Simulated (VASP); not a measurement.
A run of VASP 6.6.1 is set up as follows.

The input INCAR:

```
SYSTEM = Ti2O
  ALGO = Normal
  EDIFF = 1E-6
  ENCUT = 520
  GGA = PS
  ISIF = 2
  ISMEAR = 0
  LASPH = .TRUE.
  LCHARG = .FALSE.
  LREAL = .FALSE.
  LWAVE = .FALSE.
  NBANDS = 22
  NELM = 80
  PREC = Accurate
  SIGMA = 0.1
```

Contents of KPOINTS:

```
k-points
0
G
  18 18 10
  0 0 0
```

Contents of POSCAR:

```
Ti2O
1.0
    3.0549857083      0.0000000000      0.0000000000
   -1.5274928542      2.6456952316      0.0000000000
    0.0000000000      0.0000000000      4.8548128273
Ti O
2 1
Direct
    0.6666666667      0.3333333333      0.2577400567
    0.3333333333      0.6666666667      0.7422599433
    0.0000000000      0.0000000000      0.0000000000
```

Potentials or basis: VASP PAW PBE potentials, release 64 (Ti_sv, O).

Run with:

```bash
$ cat potpaw_PBE.64/Ti_sv/POTCAR potpaw_PBE.64/O/POTCAR > POTCAR
$ mpirun -np 1 vasp_std > vasp.out
```

Task: What does it give for the band gap on the k mesh?

Result: Zero (bands 15 and 16 overlap by 0.69 eV).

Task: Predict the pressure.

Result: -14.9 GPa.

Task: Predict the largest force.

Result: 0.031 eV/Å.

Stress tensor (GPa, compression positive):
```
-14.88   0.00   0.00
  0.00 -14.88   0.00
  0.00   0.00 -14.97
```

Caveat: the cell stands under tension; the PAW data sets were made with another functional, which shifts forces and pressure a little.
